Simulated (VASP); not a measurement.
Write the native input for VASP 6.6.1 that does the following.

| Quantity | Value |
| --- | --- |
| Task | single point |
| Functional | PBE |
| Potentials or basis | VASP PAW PBE potentials, release 64 (Ca_sv, Se) |
| Cutoff | 520 eV |
| k mesh | 8 × 8 × 8 |
| Occupations | fermi-dirac, width 0.02 eV |
| Spin | no spin polarisation |
| Dipole correction | no |
| Further INCAR settings | ALGO = Normal; EDIFF = 1e-07; NBANDS = 15 |

The structure of CaSe lies in POSCAR:

```
CaSe
1.0
    3.6306654960     -0.0041194229     -0.0041194229
   -0.0041194229      3.6306654960     -0.0041194229
   -0.0041194229     -0.0041194229      3.6306654960
Ca Se
1 1
Direct
    0.0000000000      0.0000000000      0.0000000000
    0.5000000000      0.5000000000      0.5000000000
```

This cell differs from its parent crystal: strain along [111] -0.3%.

These files were run (other wordings do the same):

INCAR

```
SYSTEM = CaSe
ALGO = Normal ; EDIFF = 1E-7
ENCUT = 520 ; GGA = PE
ISIF = 2 ; ISMEAR = -1
LASPH = .True. ; LCHARG = .True.
LELF = .True. ; LREAL = .False.
LVHAR = .True. ; LWAVE = .False.
NBANDS = 15 ; NELM = 100
PREC = Accurate ; SIGMA = 0.02
```

KPOINTS

```
k-points
0
Gamma
  8 8 8
  0 0 0
```

Potentials or basis: VASP PAW PBE potentials, release 64 (Ca_sv, Se).

Command:

```console
$ cat potpaw_PBE.64/Ca_sv/POTCAR potpaw_PBE.64/Se/POTCAR > POTCAR
$ mpirun -np 1 vasp_std > vasp.out
```

It gave:

```yaml
Pressure: 1.0 GPa
Band_gap_on_the_k_mesh: 0.76 eV, direct
```

Caveat: the cell differs from its parent crystal (strain along [111] -0.3%).

Run time: 20 s on 1 thread of Intel(R) Xeon(R) Platinum 8488C (Sapphire Rapids), with other jobs on the host, peak memory 0.19 GiB.
